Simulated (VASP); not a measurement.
Wanted: the native input for a VASP 6.6.1 run.

| Quantity | Value |
| --- | --- |
| Task | relaxation of cell and atoms |
| Functional | LDA |
| Potentials or basis | VASP PAW LDA potentials, release 64 (Li_sv, Cl) |
| Cutoff | 600 eV |
| k mesh | 12 × 12 × 4 |
| Occupations | fermi-dirac, width 0.02 eV |
| Spin | no spin polarisation |
| Dipole correction | no |
| Further INCAR settings | ALGO = Normal; EDIFF = 1e-06; IBRION = 2; EDIFFG = -0.005; NSW = 80; ISIF = 3 |

The structure of LiCl lies in POSCAR:

```
LiCl
1.0
    3.9253848209      0.0000000000      0.0000000000
   -1.9626924105      3.3994829745      0.0000000000
    0.0000000000      0.0000000000      6.2893894695
Li Cl
2 2
Direct
    0.6666666667      0.3333333333      0.8777889948
    0.3333333333      0.6666666667      0.3777889948
    0.6666666667      0.3333333333      0.4972120052
    0.3333333333      0.6666666667      0.9972120052
```

The input as run:

INCAR

```
SYSTEM = LiCl
  ALGO = Normal
  EDIFF = 1E-6
  EDIFFG = -0.005
  ENCUT = 600
  IBRION = 2
  ISIF = 3
  ISMEAR = -1
  LASPH = .True.
  LCHARG = .False.
  LREAL = .False.
  LWAVE = .False.
  NELM = 80
  NSW = 80
  PREC = Accurate
  SIGMA = 0.02
```

KPOINTS

```
k-points
0
Gamma
  12 12 4
  0 0 0
```

Potentials or basis: VASP PAW LDA potentials, release 64 (Li_sv, Cl).

The run is started by

```console
$ cat potpaw_LDA.64/Li_sv/POTCAR potpaw_LDA.64/Cl/POTCAR > POTCAR
$ mpirun -np 1 vasp_std > vasp.out
```

Results of the run:

| Property | Result |
| --- | --- |
| Relaxed volume | 18.82 Å³/atom |
| Relaxed cell | a = 3.799 Å, b = 3.799 Å, c = 6.025 Å, α = 90.00°, β = 90.00°, γ = 120.00° |
| Space group after relaxing (to 0.1 Å) | P6_3mc (No. 186) |
| Energy gained by relaxing | 19.2 meV/atom |
| Ionic steps | 11 |
| Pressure after relaxing | 0.0 GPa |
| Band gap on the k mesh | 5.87 eV |

Caveat: the cutoff is under 1.25 times the usual one of these potentials, so pressure, stress and relaxed cells hold a basis-set (Pulay) error.

Wall time 2 min on 1 thread of Intel(R) Xeon(R) 6975P-C (Granite Rapids) (shared host), peak memory 0.22 GiB.
